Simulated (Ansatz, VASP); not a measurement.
**Two plane-wave programs on BN**

```
CELL_PARAMETERS angstrom
2.57758 0.00000 0.00000
-1.28879 2.23225 0.00000
0.00000 0.00000 4.26785
ATOMIC_POSITIONS crystal
B 0.66667 0.33333 0.00000
B 0.33333 0.66667 0.50000
N 0.66667 0.33333 0.37500
N 0.33333 0.66667 0.87500
```

Alike in both runs: task single point; functional PBEsol; k mesh 8 × 8 × 5; no spin polarisation.

|  | VASP | Ansatz |
| --- | --- | --- |
| version | VASP 6.6.1 | Ansatz 0.2.0 |
| potentials or method | VASP PAW PBE potentials, release 64 (B, N), cutoff 520 eV | plane waves, PAW |
| occupations | gaussian, width 0.01 eV | fixed |
| valence electrons in the cell | 16 | 16 |

VASP gave:

* pressure (GPa): -15.1
* traceless stress, the component that is largest in VASP (GPa): -0.74

What did Ansatz give for the same quantities?

Pressure (GPa): -15.6; traceless stress, the component that is largest in VASP (GPa): -0.70.

VASP's potentials were made for PBE, not for PBEsol.
